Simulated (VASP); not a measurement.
Set up this calculation in VASP 6.6.1, as the native input.

| Quantity | Value |
| --- | --- |
| Task | single point |
| Functional | PBEsol |
| Potentials or basis | VASP PAW PBE potentials, release 64 (Ni) |
| Cutoff | 520 eV |
| k mesh | 14 × 14 × 14 |
| Occupations | fermi-dirac, width 0.08 eV |
| Spin | collinear spin, ferromagnetic start |
| Starting moments | [1.0, 1.0] μB |
| Dipole correction | no |
| Further INCAR settings | ALGO = Normal; EDIFF = 1e-07; NBANDS = 21 |

The structure of Ni lies in POSCAR:

```
Ni
1.0
    0.0000000000      2.4182848600      2.4182848600
    2.4182848600      0.0000000000      2.4182848600
    2.4182848600      2.4182848600      0.0000000000
Ni
2
Direct
   -0.1250000000     -0.1250000000     -0.1250000000
    0.1250000000      0.1250000000      0.1250000000
```

This isn't the form of Ni at room conditions, which is fcc.

The input as run:

INCAR

```
  PREC = Accurate
  ENCUT = 520
  EDIFF = 1E-7
  ISMEAR = -1
  SIGMA = 0.08
  LREAL = False
  LASPH = True
  NELM = 150
  ALGO = Normal
  ISIF = 2
  LWAVE = False
  LCHARG = True
  ISPIN = 2
  MAGMOM = 1 1
  LORBIT = 11
  LMAXMIX = 4
  GGA = PS
  LELF = True
  LVHAR = True
  NBANDS = 21
```

KPOINTS

```
regular mesh
0
Gamma
  14 14 14
```

Potentials or basis: VASP PAW PBE potentials, release 64 (Ni).

Command:

```sh
$ cat potpaw_PBE.64/Ni/POTCAR > POTCAR
$ mpirun -np 1 vasp_std > vasp.out
```

It gave:

```json
{
 "Pressure": "13.9 GPa",
 "Net moment": "1.56 μB per cell",
 "Site moments": "Ni +0.77 μB",
 "Valence electrons inside the program's atomic spheres": "Ni 9.44"
}
```

Caveat: the cell stands under pressure; the PAW data sets were made with another functional, which shifts forces and pressure a little.

It took 67 s on 1 thread of AMD EPYC 9R45 96-Core Processor (Zen 5), on a shared host, peak memory 0.2 GiB.
